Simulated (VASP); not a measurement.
# Zr: single point with revPBE

Crystal: Zr.

```
CELL_PARAMETERS angstrom
0.00000 2.21555 2.21555
2.21555 0.00000 2.21555
2.21555 2.21555 0.00000
ATOMIC_POSITIONS crystal
Zr 0.00000 0.00000 0.00000
```

This cell differs from its parent crystal: volume scaled by 0.92.

| Quantity | Value |
| --- | --- |
| Program | VASP 6.6.1 |
| Task | single point |
| Functional | revPBE |
| Potentials or basis | VASP PAW PBE potentials, release 64 (Zr_sv) |
| Cutoff | 520 eV |
| k mesh | 13 × 13 × 13 |
| Occupations | fermi-dirac, width 0.1 eV |
| Spin | no spin polarisation |

```json
{"Pressure": "8.4 GPa", "Band gap on the k mesh": "zero (band 6 reaches 10.73 eV, above the bottom of band 7 at 9.13 eV)"}
```

Levels at points of the mesh, in eV from the Fermi level:
```
           k point  band 4  band 5  band 6  band 7  band 8  band 9
(0.00, 0.00, 0.00)  -26.01   -5.65    1.00    1.00    1.00    3.64
```

Run time: 42 s on 1 thread of AMD EPYC 7R13, with other jobs on the host, peak memory 0.12 GiB.

Caveat: the PAW data sets were made with another functional, which shifts forces and pressure a little.
